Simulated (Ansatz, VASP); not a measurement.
Sn: VASP beside Ansatz

```xyz
1
Lattice="-1.7265 1.7755 2.3383 1.7265 -1.7755 2.3383 1.7265 1.7755 -2.3383" Properties=species:S:1:pos:R:3 pbc="T T T"
Sn    0.0000    0.0000    0.0000
```

Alike in both runs: task relaxation of cell and atoms; functional LDA; k mesh 11 × 11 × 11; occupations gaussian, width 0.1 eV; no spin polarisation.

|  | VASP | Ansatz |
| --- | --- | --- |
| version | VASP 6.6.1 | Ansatz 0.2.0 |
| potentials or method | VASP PAW LDA potentials, release 64 (Sn_d) | plane waves, PAW |
| plane-wave cutoff (eV) | 600 | 420 |
| valence electrons in the cell | 14 | 14 |

VASP gave:

```
relaxed volume (Å³/atom)                                                      : 25.97
relaxed length of the cell vector where the two differ most in proportion (Å) : 3.299
```

Question: Estimate Ansatz's values.

Answer: Relaxed volume (Å³/atom): 25.91; relaxed length of the cell vector where the two differ most in proportion (Å): 3.298.

LDA's correlation is that of Perdew and Zunger in VASP and of Perdew and Wang (1992) in Ansatz.
